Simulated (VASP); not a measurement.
Ge: single point with PBE+D3(BJ)

Ge, a slab with vacuum:

```xyz
4
Lattice="4.0227 0.0000 0.0000 -2.0113 3.4838 0.0000 0.0000 0.0000 18.8685" Properties=species:S:1:pos:R:3 pbc="T T T"
Ge    0.0000    2.3225    5.1843
Ge    2.0113    1.1613    4.5000
Ge    2.6818    0.7742   10.5685
Ge    4.6931   -0.3871    9.8843
```

- Program: VASP 6.6.1
- Task: single point
- Functional: PBE
- Dispersion: D3(BJ)
- Potentials or basis: VASP PAW PBE potentials, release 64 (Ge_d)
- Cutoff: 520 eV
- k mesh: 9 × 9 × 1
- Occupations: gaussian, width 0.1 eV
- Spin: no spin polarisation
- Dipole correction: yes
- Further INCAR settings: ALGO = Normal; EDIFF = 1e-07; NBANDS = 36

| Quantity | Value |
| --- | --- |
| Largest force | 0.076 eV/Å |
| Band gap on the k mesh | 0.07 eV, direct |
| Dispersion energy per atom | -0.180 eV |

Forces on the atoms (eV/Å):
```
Ge  -0.007  0.004  0.075
Ge   0.000  0.000  0.021
Ge   0.000  0.000 -0.021
Ge   0.007 -0.004 -0.075
```

Levels at points of the mesh, in eV from the valence-band top:
| k point | band 24 | band 25 | band 26 | band 27 | band 28 | band 29 | band 30 | band 31 | band 32 | band 33 |
| --- | --- | --- | --- | --- | --- | --- | --- | --- | --- | --- |
| (0.00, 0.00, 0.00) | -3.36 | -0.41 | -0.41 | -0.40 | -0.40 | 0.57 | 0.67 | 2.02 | 3.00 | 3.93 |

Wall time 2.7 min on 1 thread of AMD EPYC 9R45 (Zen 5), with other jobs on the host, peak memory 0.41 GiB.
